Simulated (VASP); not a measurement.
Ge, 8 atoms in the cell. It takes space group P6_3/mmc (No. 194, hexagonal). Conventional cell: a = 4.005 Å, b = 4.005 Å, c = 13.134 Å, α = 90.00°, β = 90.00°, γ = 120.00°. Ge (site symmetry 3m) has 4 Ge at 2.45 Å within 3.2 Å. Ge (site symmetry 3m) has 4 Ge at 2.45 to 2.47 Å within 3.2 Å. 

| Quantity | Value |
| --- | --- |
| Program | VASP 6.6.1 |
| Task | single point |
| Functional | r2SCAN |
| Potentials or basis | VASP PAW PBE potentials, release 64 (Ge_d) |
| Cutoff | 520 eV |
| k mesh | 6 × 6 × 2 |
| Occupations | fermi-dirac, width 0.02 eV |
| Spin | no spin polarisation |
| Dipole correction | no |
| Further INCAR settings | ALGO = Normal; EDIFF = 1e-06; NBANDS = 66 |

Potentials or basis: VASP PAW PBE potentials, release 64 (Ge_d).

Run with:

```sh
$ cat potpaw_PBE.64/Ge_d/POTCAR > POTCAR
$ cp INCAR.step1 INCAR
$ mpirun -np 1 vasp_std > vasp.out
$ cp INCAR.step2 INCAR
$ mpirun -np 1 vasp_std > vasp.out
```

Hardware: 1 thread of AMD EPYC 7R13 Processor (Zen 3), on a shared host.

Problem. How long does it take, and how much memory?

Solution. It took 16 min on 1 thread of AMD EPYC 7R13 Processor (Zen 3) (shared host), peak memory 0.33 GiB. Counts: k points 14.
